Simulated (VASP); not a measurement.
Runs of VASP 6.6.1 on Be. The structure is that of space group Im-3m (No. 229), or close to it. The cells are those of the table. 

| task | level | cell | cutoff (eV) | gap on the mesh (eV) | pressure (GPa) | relaxed volume (Å³/atom) |
| --- | --- | --- | --- | --- | --- | --- |
| single point | PBEsol+D3(BJ) | a = 2.126 Å, angles 109.5°, 1 atom | 520 | none | 0.4 | - |
| relaxation of cell and atoms | BLYP+D3(BJ) | relaxed from a = 2.170 Å, angles 109.5°, 1 atom | 600 | none | 0.0 | 6.83 |
| relaxation of cell and atoms | PBEsol+D3(BJ) | relaxed from a = 2.170 Å, angles 109.5°, 1 atom | 600 | none | 0.0 | (a) |
| relaxation of cell and atoms | PBEsol | relaxed from a = 2.170 Å, angles 109.5°, 1 atom | 600 | none | 0.0 | 7.77 |
| single point | PBEsol | a = 2.159 Å, angles 109.5°, 1 atom | 520 | none | 0.4 | - |
| single point | BLYP+D3(BJ) | a = 2.069 Å, angles 109.5°, 1 atom | 520 | none | 0.1 | - |

Alike in all rows: potentials or basis VASP PAW PBE potentials, release 64 (Be); no spin polarisation; k mesh 16 × 16 × 16; smearing methfessel-paxton 0.1 eV.

Problem. Estimate the missing entries.

Solution. (a) 7.41.

Caveats: the PAW data sets were made with another functional, which shifts forces and pressure a little; pairwise dispersion overbinds metals, which lowers pressure and volume (some runs).

A gap of «none» marks levels without a gap at the run's occupations.
